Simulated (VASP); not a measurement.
A run of VASP 6.6.1 is set up as follows.

POSCAR

```
SnSe2
1.0
    3.8393021242      0.0000000000      0.0000000000
   -1.9196510621      3.3249331724      0.0000000000
    0.0000000000      0.0000000000      6.0468501552
Sn Se
1 2
Direct
    0.0000000000      0.0000000000      0.0000000000
    0.3333333333      0.6666666667      0.2638113996
    0.6666666667      0.3333333333      0.7361886004
```

The input INCAR.step1:

```
PREC = Accurate ; ENCUT = 520
EDIFF = 1E-5 ; ISMEAR = 0
SIGMA = 0.05 ; LREAL = False
LASPH = True ; NELM = 80
ALGO = Normal ; ISIF = 2
LWAVE = True ; LCHARG = False
GGA = PE ; NBANDS = 20
```

INCAR.step2

```
PREC = Accurate ; ENCUT = 520
EDIFF = 1E-7 ; ISMEAR = 0
SIGMA = 0.05 ; LREAL = False
LASPH = True ; NELM = 80
ALGO = Normal ; ISIF = 2
LWAVE = False ; LCHARG = False
GGA = PE ; LHFCALC = True
AEXX = 0.1 ; HFSCREEN = 0.20787
PRECFOCK = Normal ; ISTART = 1
NBANDS = 20
```

The input KPOINTS:

```
Automatic mesh
0
Gamma
  4 4 2
```

Potentials or basis: VASP PAW PBE potentials, release 64 (Sn_d, Se).

The run is started by

```bash
$ cat potpaw_PBE.64/Sn_d/POTCAR potpaw_PBE.64/Se/POTCAR > POTCAR
$ cp INCAR.step1 INCAR
$ mpirun -np 1 vasp_std > vasp.out
$ cp INCAR.step2 INCAR
$ mpirun -np 1 vasp_std > vasp.out
```

Q: Estimate the pressure.

A: 1.3 GPa.

Q: Predict the band gap on the k mesh.

A: 0.97 eV, indirect (least direct gap 1.14 eV).

Q: Estimate the largest force.

A: 0.262 eV/Å.

Stress tensor (GPa, compression positive):
```
1.81 0.00 0.00
0.00 1.81 0.00
0.00 0.00 0.30
```

Caveat: the k points lie up to 0.52 Å⁻¹ apart; the PAW data sets were made with another functional, which shifts forces and pressure a little; spin-orbit coupling is left out, which moves the levels of the heavy elements. A k mesh can miss the band edges.
